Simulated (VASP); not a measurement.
Input of a VASP 6.6.1 run:

The input INCAR:

```
PREC = Accurate
ENCUT = 520
EDIFF = 1E-6
ISMEAR = 0
SIGMA = 0.15
LREAL = F
LASPH = T
NELM = 100
ALGO = Fast
ISIF = 2
LWAVE = F
LCHARG = F
GGA = PS
NBANDS = 9
```

Contents of KPOINTS:

```
regular mesh
0
Gamma
  24 24 14
```

POSCAR

```
Be
1.0
    2.4770634230      0.0000000000      0.0000000000
   -1.2385317116      2.1451998511      0.0000000000
    0.0000000000      0.0000000000      3.1031615501
Be
2
Direct
    0.3333333333      0.6666666667      0.2500000000
    0.6666666667      0.3333333333      0.7500000000
```

Potentials or basis: VASP PAW PBE potentials, release 64 (Be).

Command:

```sh
$ cat potpaw_PBE.64/Be/POTCAR > POTCAR
$ mpirun -np 1 vasp_std > vasp.out
```

Q: What does it give for the band gap on the k mesh?

A: Zero (band 2 reaches 8.22 eV, above the bottom of band 3 at 4.32 eV).

Q: Estimate the pressure.

A: 1.4 GPa.

Stress tensor (GPa, compression positive):
```
-13.15   0.00   0.00
  0.00 -13.15   0.00
  0.00   0.00  30.60
```

Caveat: the PAW data sets were made with another functional, which shifts forces and pressure a little.
